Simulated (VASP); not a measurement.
## Cu: single point with PBEsol

Crystal: Cu.

```xyz
2
Lattice="1.2146 -3.9595 0.0000 1.2146 3.9595 0.0000 0.0000 0.0000 2.4685" Properties=species:S:1:pos:R:3 pbc="T T T"
Cu    1.2146    2.8994    0.6171
Cu    1.2146   -2.8994    1.8513
```

| Item | Value |
| --- | --- |
| Program | VASP 6.6.1 |
| Task | single point |
| Functional | PBEsol |
| Potentials or basis | VASP PAW PBE potentials, release 64 (Cu) |
| Cutoff | 520 eV |
| k mesh | 24 × 24 × 22 |
| Occupations | gaussian, width 0.1 eV |
| Spin | no spin polarisation |

The pressure is 1.1 GPa and the largest force is 0.005 eV/Å. The band gap on the k mesh is zero (bands 11 and 12 overlap by 5.62 eV).

Forces in eV/Å, atoms in the order of the input:
```
Cu   0.000  0.005  0.000
Cu   0.000 -0.005  0.000
```

Stress tensor (GPa, compression positive):
```
1.03 0.00 0.00
0.00 1.14 0.00
0.00 0.00 1.24
```

Levels at points of the mesh, in eV from the Fermi level:
```csv
k point,band 9,band 10,band 11,band 12,band 13,band 14
"(0.00, 0.00, 0.00)",-1.81,-1.67,-1.41,-0.06,4.89,14.81
"(0.50, 0.00, 0.00)",-2.10,-1.63,-0.46,1.32,2.55,6.96
"(0.50, 0.50, 0.00)",-2.28,-1.90,-1.57,-1.50,13.75,15.43
"(0.00, 0.00, 0.50)",-1.68,-1.68,0.01,0.01,8.26,8.26
"(0.50, 0.00, 0.50)",-1.24,-1.24,3.73,3.73,7.54,7.54
"(0.50, 0.50, 0.50)",-1.53,-1.53,-0.98,-0.98,3.76,3.76
```

It took 6.3 min on 1 thread of Intel(R) Xeon(R) Platinum 8488C (Sapphire Rapids), on a shared host, peak memory 0.71 GiB.

Caveat: the PAW data sets were made with another functional, which shifts forces and pressure a little.
